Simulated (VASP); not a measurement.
# KMgF3 (Pm-3m) in VASP: notebook, part 2 of 2

VASP 6.6.1.

### 5 Single point, PBEsol (volume scaled by 1.06)

Contents of INCAR:

```
  ALGO = Normal
  EDIFF = 1E-6
  ENCUT = 520
  GGA = PS
  ISIF = 2
  ISMEAR = 0
  LASPH = True
  LCHARG = False
  LREAL = False
  LWAVE = False
  NBANDS = 24
  NELM = 80
  PREC = Accurate
  SIGMA = 0.02
```

Contents of KPOINTS:

```
k-points
0
Gamma
  6 6 6
```

Contents of POSCAR:

```
KMgF3
1.0
    4.0691547439      0.0000000000      0.0000000000
    0.0000000000      4.0691547439      0.0000000000
    0.0000000000      0.0000000000      4.0691547439
K Mg F
1 1 3
Direct
    0.5000000000      0.5000000000      0.5000000000
    0.0000000000      0.0000000000      0.0000000000
    0.5000000000      0.0000000000      0.0000000000
    0.0000000000      0.5000000000      0.0000000000
    0.0000000000      0.0000000000      0.5000000000
```

Potentials or basis: VASP PAW PBE potentials, release 64 (K_sv, Mg, F).

The run is started by

```bash
> cat potpaw_PBE.64/K_sv/POTCAR potpaw_PBE.64/Mg/POTCAR potpaw_PBE.64/F/POTCAR > POTCAR
> mpirun -np 1 vasp_std > vasp.out
```

OUTCAR:

```text
EDIFF = 1E-6
   ENCUT = 520
   GGA = PS
   ISIF = 2
   ISMEAR = 0
   LASPH = True
   LREAL = False
   NELM = 80
   PREC = Accurate

 ion  position               nearest neighbor table
   1  0.500  0.500  0.500-   2 3.52   2 3.52   2 3.52   2 3.52   2 3.52   2 3.52   2 3.52   2 3.52

   2  0.000  0.000  0.000-   3 2.03   4 2.03   5 2.03   5 2.03   4 2.03   3 2.03   1 3.52   1 3.52
                             1 3.52   1 3.52   1 3.52   1 3.52   1 3.52   1 3.52
   3  0.500  0.000  0.000-   2 2.03   2 2.03
   4  0.000  0.500  0.000-   2 2.03   2 2.03
   5  0.000  0.000  0.500-   2 2.03   2 2.03

  LATTYP: Found a simple cubic cell.
 ALAT       =     4.0691547439

  Lattice vectors:

 A1 = (   4.0691547439,   0.0000000000,   0.0000000000)
 A2 = (   0.0000000000,   4.0691547439,   0.0000000000)
 A3 = (   0.0000000000,   0.0000000000,   4.0691547439)

Analysis of symmetry for initial positions (statically):
=====================================================================
 Subroutine PRICEL returns:
 Original cell was already a primitive cell.

[... 171 lines left out ...]

 val. band max:       -2.0032381743   @ k =   0.5000   0.5000   0.5000
 cond. band min:       4.6791032639   @ k =   0.0000   0.0000   0.0000
 fundamental gap:      6.6823414382
 Fermi energy:        -1.8892184216

 k-point     1 :       0.0000    0.0000    0.0000
  band No.  band energies     occupation
      1     -27.6098      2.00000
      2     -21.8552      2.00000
      3     -21.2659      2.00000
      4     -21.2659      2.00000
      5     -11.1640      2.00000
      6     -11.1640      2.00000
[... 529 lines left out ...]
     23      12.2031      0.00000
     24      12.3542      0.00000

------------------------ aborting loop because EDIFF is reached ----------------------------------------

  FORCE on cell =-STRESS in cart. coord.  units (eV):
  Direction    XX          YY          ZZ          XY          YZ          ZX
  --------------------------------------------------------------------------------------
  -------------------------------------------------------------------------------------
  Total       -1.7160745     -1.7160745     -1.7160745     -0.0000000     -0.0000000      0.0000000
  in kB      -40.8069472    -40.8069472    -40.8069472     -0.0000000     -0.0000000      0.0000000
  external PRESSURE =     -40.8069472 kB  Pullay stress =       0.0000000 kB

 VOLUME and BASIS-vectors are now :
 -----------------------------------------------------------------------------
  energy-cutoff  :      520.00
  volume of cell :       67.38
      direct lattice vectors                 reciprocal lattice vectors
     4.069154744  0.000000000  0.000000000     0.245751283  0.000000000  0.000000000
     0.000000000  4.069154744  0.000000000     0.000000000  0.245751283  0.000000000
     0.000000000  0.000000000  4.069154744     0.000000000  0.000000000  0.245751283

 POSITION                                       TOTAL-FORCE (eV/Angst)
 -----------------------------------------------------------------------------------
      2.03458      2.03458      2.03458         0.000000      0.000000      0.000000
      0.00000      0.00000      0.00000         0.000000      0.000000      0.000000
      2.03458      0.00000      0.00000         0.000000      0.000000      0.000000
      0.00000      2.03458      0.00000         0.000000      0.000000      0.000000
      0.00000      0.00000      2.03458         0.000000      0.000000      0.000000
 -----------------------------------------------------------------------------------
    total drift:                                0.000000     -0.000000      0.000000

  FREE ENERGIE OF THE ION-ELECTRON SYSTEM (eV)
  ---------------------------------------------------
  free  energy   TOTEN  =       -25.2158105332 eV

  energy  without entropy=      -25.2158105332  energy(sigma->0) =      -25.21581053
```

OSZICAR:

```text
N       E                     dE             d eps       ncg     rms          rms(c)
DAV:   1     0.215440901591E+03    0.21544E+03   -0.17268E+04  1016   0.126E+03
DAV:   2    -0.156032603640E+02   -0.23104E+03   -0.22319E+03  1208   0.339E+02
DAV:   3    -0.266023244830E+02   -0.10999E+02   -0.10937E+02  1392   0.686E+01
DAV:   4    -0.271030008244E+02   -0.50068E+00   -0.50063E+00  1256   0.853E+00
DAV:   5    -0.271055498283E+02   -0.25490E-02   -0.25490E-02  1312   0.688E-01    0.806E+00
DAV:   6    -0.252515625469E+02    0.18540E+01   -0.60027E+00  1136   0.169E+01    0.383E+00
DAV:   7    -0.252269568392E+02    0.24606E-01   -0.21859E-01  1160   0.262E+00    0.226E+00
DAV:   8    -0.252160107686E+02    0.10946E-01   -0.67963E-02  1200   0.242E+00    0.299E-01
DAV:   9    -0.252156279465E+02    0.38282E-03   -0.12773E-02  1272   0.772E-01    0.139E-01
DAV:  10    -0.252158381516E+02   -0.21021E-03   -0.78302E-04  1176   0.188E-01    0.106E-01
DAV:  11    -0.252158071112E+02    0.31040E-04   -0.14478E-04  1144   0.885E-02    0.332E-02
DAV:  12    -0.252158103846E+02   -0.32734E-05   -0.19494E-05  1216   0.337E-02    0.338E-03
DAV:  13    -0.252158105332E+02   -0.14867E-06   -0.14618E-06  1080   0.646E-03
   1 F= -.25215811E+02 E0= -.25215811E+02  d E =-.136263E-17
```

Wall time 36 s (1 thread of Intel Xeon Platinum 8259CL at 2.50GHz (Skylake/Cascade Lake), shared host); peak memory 0.18 GiB.

What came out:

| Item | Value |
| --- | --- |
| Free energy | -25.2158 eV |
| Pressure | -4.1 GPa |
| Band gap on the k mesh | 6.68 eV, indirect (least direct gap 7.01 eV) |

Levels at points of the mesh, in eV from the valence-band top:
| k point | band 14 | band 15 | band 16 | band 17 | band 18 | band 19 |
| --- | --- | --- | --- | --- | --- | --- |
| (0.00, 0.00, 0.00) | -0.32 | -0.32 | -0.32 | 6.68 | 9.86 | 9.86 |
| (0.50, 0.00, 0.00) | -0.80 | -0.50 | -0.50 | 9.58 | 9.68 | 10.85 |
| (0.50, 0.50, 0.00) | -0.85 | -0.85 | -0.02 | 10.43 | 11.27 | 11.88 |
| (0.50, 0.50, 0.50) | 0.00 | 0.00 | 0.00 | 10.07 | 10.07 | 10.07 |

Caveat: the PAW data sets were made with another functional, which shifts forces and pressure a little.

### 6 Single point, PBEsol (volume scaled by 1.10)

Contents of INCAR:

```
SYSTEM = KMgF3
ALGO = Normal
EDIFF = 1E-6
ENCUT = 520
GGA = PS
ISIF = 2
ISMEAR = 0
LASPH = .True.
LCHARG = .False.
LREAL = .False.
LWAVE = .False.
NBANDS = 24
NELM = 60
PREC = Accurate
SIGMA = 0.02
```

Contents of KPOINTS:

```
k-points
0
Gamma
  6 6 6
  0 0 0
```

POSCAR, as its differences from that of step 5:

```diff
@@ -2,5 +2,5 @@
 1.0
-    4.0691547439      0.0000000000      0.0000000000
-    0.0000000000      4.0691547439      0.0000000000
-    0.0000000000      0.0000000000      4.0691547439
+    4.1197084192      0.0000000000      0.0000000000
+    0.0000000000      4.1197084192      0.0000000000
+    0.0000000000      0.0000000000      4.1197084192
 K Mg F
```

Potentials or basis: VASP PAW PBE potentials, release 64 (K_sv, Mg, F).

The run is started by

```bash
> cat potpaw_PBE.64/K_sv/POTCAR potpaw_PBE.64/Mg/POTCAR potpaw_PBE.64/F/POTCAR > POTCAR
> mpirun -np 1 vasp_std > vasp.out
```

Wall time 30 s (1 thread of Intel Xeon Platinum 8259CL at 2.50GHz (Skylake/Cascade Lake), shared host); peak memory 0.19 GiB.

It converged, with:

```
Free energy            : -25.1407 eV
Pressure               : -6.0 GPa
Band gap on the k mesh : 6.44 eV, indirect (least direct gap 6.76 eV)
```

Levels at points of the mesh, in eV from the valence-band top:
| k point | band 12 | band 13 | band 14 | band 15 | band 16 | band 17 | band 18 | band 19 | band 20 | band 21 |
| --- | --- | --- | --- | --- | --- | --- | --- | --- | --- | --- |
| (0.00, 0.00, 0.00) | -0.54 | -0.54 | -0.32 | -0.32 | -0.32 | 6.44 | 9.81 | 9.81 | 11.89 | 11.89 |
| (0.50, 0.00, 0.00) | -0.77 | -0.77 | -0.75 | -0.48 | -0.48 | 9.33 | 9.35 | 10.76 | 12.27 | 12.27 |
| (0.50, 0.50, 0.00) | -0.90 | -0.90 | -0.82 | -0.82 | -0.02 | 10.20 | 11.08 | 11.56 | 11.56 | 12.34 |
| (0.50, 0.50, 0.50) | -1.05 | -1.05 | 0.00 | 0.00 | 0.00 | 9.92 | 9.92 | 9.92 | 13.00 | 13.65 |

Caveat: the PAW data sets were made with another functional, which shifts forces and pressure a little.

### 7 The runs side by side

```csv
cell,gap on the mesh (eV),pressure (GPa)
"a = 3.986 Å, 5 atoms",7.12,-0.1
"a = 3.991 Å, 5 atoms",7.10,-0.3
"a = 4.030 Å, 5 atoms",6.88,-2.4
"a = 4.069 Å, 5 atoms",6.68,-4.1
"a = 4.120 Å, 5 atoms",6.44,-6.0
```

Alike in all rows: task single point; level PBEsol; potentials or basis VASP PAW PBE potentials, release 64 (K_sv, Mg, F); no spin polarisation; k mesh 6 × 6 × 6; cutoff (eV) 520; smearing gaussian 0.02 eV.

Caveats: the PAW data sets were made with another functional, which shifts forces and pressure a little.

Total energies depend on the potentials used, so only differences within one code and one set of settings carry meaning.
